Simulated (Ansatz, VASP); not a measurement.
## Two plane-wave programs on GaN

The input POSCAR:

```
GaN
1.0
    3.3000348257      0.0000000000      0.0000000000
   -1.6500174128      2.8579139924      0.0000000000
    0.0000000000      0.0000000000      4.7558746756
Ga N
2 2
Direct
    0.3333333333      0.6666666667      0.2500000000
    0.6666666667      0.3333333333      0.7500000000
    0.6666666667      0.3333333333      0.2500000000
    0.3333333333      0.6666666667      0.7500000000
```

INCAR.step1

```
  ALGO = Normal
  EDIFF = 1E-4
  ENCUT = 520
  GGA = PE
  ISMEAR = 0
  LASPH = True
  LCHARG = False
  LREAL = False
  LWAVE = True
  NBANDS = 26
  NELM = 100
  PREC = Accurate
  SIGMA = 0.01
```

The input INCAR.step2:

```
  ALGO = Normal
  EDIFF = 1E-6
  ENCUT = 520
  ISIF = 2
  ISMEAR = 0
  ISTART = 1
  LASPH = True
  LCHARG = True
  LELF = True
  LMIXTAU = True
  LREAL = False
  LVHAR = True
  LWAVE = False
  METAGGA = R2SCAN
  NBANDS = 26
  NELM = 100
  PREC = Accurate
  SIGMA = 0.01
```

KPOINTS

```
k-points
0
Gamma
  9 9 4
```

Input for Ansatz:

```yaml
crystal:
  lattice:
    - [3.3000348257, 0.0, 0.0]
    - [-1.6500174128, 2.8579139924, 0.0]
    - [0.0, 0.0, 4.7558746756]
  atoms:
    - { symbol: Ga, position: [0.3333333333, 0.6666666667, 0.25] }
    - { symbol: Ga, position: [0.6666666667, 0.3333333333, 0.75] }
    - { symbol: "N", position: [0.6666666667, 0.3333333333, 0.25] }
    - { symbol: "N", position: [0.3333333333, 0.6666666667, 0.75] }
kpoints:
  mp_grid: { grid: [9, 9, 4] }
hamiltonian:
  xc: r2scan
scf:
  occupations: { method: fixed }
  n_extra_bands: 5
output:
  forces: true
  stress: true
  eigenvalues: true
```

Alike in both runs: task single point; functional r2SCAN; k mesh 9 × 9 × 4; no spin polarisation.

|  | VASP | Ansatz |
| --- | --- | --- |
| version | VASP 6.6.1 | Ansatz 0.2.0 |
| potentials or method | VASP PAW PBE potentials, release 64 (Ga_d, N) | plane waves, PAW |
| plane-wave cutoff (eV) | 520 | 500 |
| occupations | gaussian, width 0.01 eV | fixed |
| valence electrons in the cell | 36 | 36 |

Ansatz gave:

| Item | Value |
| --- | --- |
| gap on the k mesh at the Fermi level (eV) | 1.87 |
| pressure (GPa) | 0.0 |
| traceless stress, the component that is largest in VASP (GPa) | -0.02 |

Question: Which values does VASP return?

Answer: gap on the k mesh at the Fermi level (eV): 1.88; pressure (GPa): 0.9; traceless stress, the component that is largest in VASP (GPa): -1.02.

VASP's potentials were made for PBE, not for r2SCAN.
